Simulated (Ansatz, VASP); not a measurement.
**MgO in VASP and in Ansatz**

```
CELL_PARAMETERS angstrom
0.00000 2.44686 2.44686
2.44686 0.00000 2.44686
2.44686 2.44686 0.00000
ATOMIC_POSITIONS crystal
Mg 0.00000 0.00000 0.00000
O 0.75000 0.75000 0.75000
```

Change from the starting cell: species swapped into the CdTe type (F-43m, No. 216).

Alike in both runs: task single point; functional PBE; k mesh 6 × 6 × 6; occupations gaussian, width 0.1 eV; no spin polarisation.

|  | VASP | Ansatz |
| --- | --- | --- |
| version | VASP 6.6.1 | Ansatz 0.2.0 |
| potentials or method | VASP PAW PBE potentials, release 64 (Mg, O), cutoff 520 eV | scalar-relativistic, plane waves, PAW |
| valence electrons in the cell | 8 | 16 |

|  | VASP | Ansatz | Ansatz less VASP |
| --- | --- | --- | --- |
| gap on the k mesh at the Fermi level (eV) | 2.57 | 2.59 | +0.017 |
| least direct gap on the mesh (eV) | 2.57 | 2.59 | +0.017 |
| pressure (GPa) | -14.5 | -14.2 | +0.36 |

The functional is the same, so the differences come from potentials, cutoffs and numerics. VASP's potentials hold 8 valence electrons a cell and Ansatz's 16, so a difference there can come from the potentials and not from the codes.
